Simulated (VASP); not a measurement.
Here is a VASP 6.6.1 calculation.

Contents of INCAR:

```
SYSTEM = Ga16As3P13
PREC     = Accurate       ! precision mode
ENCUT    = 500            ! plane-wave cutoff, eV
EDIFF    = 1E-6           ! SCF threshold, eV
ISMEAR   = -1             ! smearing method
SIGMA    = 0.05           ! smearing width, eV
LREAL    = Auto         
LASPH    = .True.         ! aspherical terms in the spheres
NELM     = 120            ! most SCF steps
ALGO     = Normal         ! electronic algorithm
ISIF     = 2              ! what is computed and relaxed
LWAVE    = .False.        ! write WAVECAR
LCHARG   = .True.         ! write CHGCAR
GGA      = PS             ! functional
LELF     = .True.         ! ELF
LVHAR    = .True.       
NBANDS   = 486            ! bands
ISYM     = -1           
GGA_COMPAT= .False.      
KPAR     = 1
```

The input KPOINTS:

```
explicit points
1
Reciprocal
  0.25000000   0.25000000   0.25000000 1
```

Contents of POSCAR:

```
Ga16As3P13
1.0
   11.5889970000      0.0000000000      0.0000000000
   -0.0000020000     13.3818230000      0.0000000000
    0.0000000000      0.0000000000     12.7284110000
Ga P As
48 39 9
Direct
    0.0014050000      0.1640470000      0.9973490000
    0.0017830000      0.1684490000      0.5004480000
    0.3302250000      0.1644390000      0.0015920000
    0.3307470000      0.1669110000      0.5016760000
    0.1658590000      0.4169240000      0.9995920000
    0.1638280000      0.4138660000      0.5004650000
    0.0005090000      0.6670260000      0.0015270000
    0.9984330000      0.6666610000      0.4987210000
    0.6651260000      0.1643680000      0.0018110000
    0.6664630000      0.1672460000      0.4994170000
    0.4945840000      0.4172930000      0.0009690000
    0.4979360000      0.4150530000      0.4981780000
    0.3321040000      0.6673880000      0.9979740000
    0.3323310000      0.6665550000      0.5011710000
    0.1681120000      0.9178570000      0.0010410000
    0.1691230000      0.9184230000      0.5022970000
    0.8334050000      0.4143710000      0.9995750000
    0.8344180000      0.4183680000      0.5022380000
    0.6688670000      0.6684060000      0.9971530000
    0.6671450000      0.6673190000      0.4986290000
    0.5017850000      0.9163600000      0.9997470000
    0.4985800000      0.9167710000      0.5009820000
    0.8324790000      0.9174520000      0.0026380000
    0.8332400000      0.9160350000      0.5013690000
    0.1642990000      0.0833360000      0.2491560000
    0.1656970000      0.0815010000      0.7519360000
    0.0007960000      0.3329680000      0.2500560000
    0.9981920000      0.3321300000      0.7488170000
    0.4997900000      0.0848840000      0.2493410000
    0.4984700000      0.0833010000      0.7492240000
    0.3358020000      0.3349150000      0.2478230000
    0.3323090000      0.3329830000      0.7502590000
    0.1669910000      0.5834610000      0.2511870000
    0.1704860000      0.5854540000      0.7498190000
    0.9971010000      0.8342840000      0.2533810000
    0.0010710000      0.8321120000      0.7487780000
    0.8320950000      0.0843480000      0.2494150000
    0.8312240000      0.0827270000      0.7532010000
    0.6684580000      0.3315150000      0.2486700000
    0.6645550000      0.3323680000      0.7468890000
    0.4994950000      0.5830740000      0.2509880000
    0.4993110000      0.5816970000      0.7504360000
    0.3345440000      0.8336770000      0.2491420000
    0.3319950000      0.8321200000      0.7471850000
    0.8330720000      0.5831880000      0.2475640000
    0.8311180000      0.5806900000      0.7481620000
    0.6661310000      0.8345070000      0.2501330000
    0.6698380000      0.8326610000      0.7516190000
    0.9969750000      0.1658920000      0.1890880000
    0.9987910000      0.1663580000      0.6857420000
    0.3341080000      0.1667520000      0.1860750000
    0.3383620000      0.1669330000      0.6882080000
    0.1651480000      0.4167680000      0.1874100000
    0.0007360000      0.6668020000      0.1909910000
    0.0001720000      0.6689450000      0.6867830000
    0.6630140000      0.1662600000      0.1866640000
    0.6660660000      0.1642950000      0.6884820000
    0.5021040000      0.4185320000      0.1857370000
    0.3330140000      0.6671580000      0.1891960000
    0.3325480000      0.6673350000      0.6865700000
    0.1641120000      0.9173610000      0.1887690000
    0.1666800000      0.9173830000      0.6857350000
    0.8345270000      0.4151710000      0.1857900000
    0.8317390000      0.4172680000      0.6862140000
    0.6665480000      0.6647680000      0.1853800000
    0.6658520000      0.6659650000      0.6853000000
    0.5014360000      0.9159040000      0.6871970000
    0.8320370000      0.9131660000      0.1845960000
    0.8320170000      0.9183790000      0.6891730000
    0.1694530000      0.0842050000      0.4385330000
    0.1669770000      0.0832420000      0.9381630000
    0.0015120000      0.3326270000      0.9368270000
    0.3329020000      0.3315880000      0.9385840000
    0.1677730000      0.5840610000      0.4370220000
    0.1677610000      0.5790540000      0.9349070000
    0.9996310000      0.8327020000      0.4381730000
    0.9980370000      0.8340760000      0.9377200000
    0.8346840000      0.0843980000      0.4372550000
    0.8329920000      0.0853780000      0.9376010000
    0.6676020000      0.3306290000      0.4368080000
    0.6658620000      0.3328080000      0.9350430000
    0.5024340000      0.5811420000      0.4330580000
    0.4992300000      0.5830210000      0.9389370000
    0.3311710000      0.8335760000      0.4369380000
    0.8340290000      0.5822270000      0.4363000000
    0.6675720000      0.8351110000      0.4367050000
    0.6655300000      0.8339720000      0.9377400000
    0.1665600000      0.4182670000      0.6876010000
    0.4983090000      0.4167410000      0.6870750000
    0.5004030000      0.9161410000      0.1879180000
    0.0013100000      0.3349690000      0.4377810000
    0.4958420000      0.0825540000      0.4412850000
    0.4998730000      0.0835580000      0.9362210000
    0.3356570000      0.3312520000      0.4348030000
    0.3375080000      0.8319050000      0.9363150000
    0.8344220000      0.5842100000      0.9397270000
```

Potentials or basis: VASP PAW PBE potentials, release 64 (Ga_d, P, As).

Run with:

```bash
$ cat potpaw_PBE.64/Ga_d/POTCAR potpaw_PBE.64/P/POTCAR potpaw_PBE.64/As/POTCAR > POTCAR
$ mpirun -np 4 vasp_std > vasp.out
```

(1) Estimate the band gap on the k mesh.

(2) What does it give for the largest force?

(3) Estimate the pressure.

## Answers

(1) 1.54 eV.

(2) 1.487 eV/Å.

(3) 0.1 GPa.

Caveat: the PAW data sets were made with another functional, which shifts forces and pressure a little; a shifted mesh leaves out Γ, where band edges can lie.
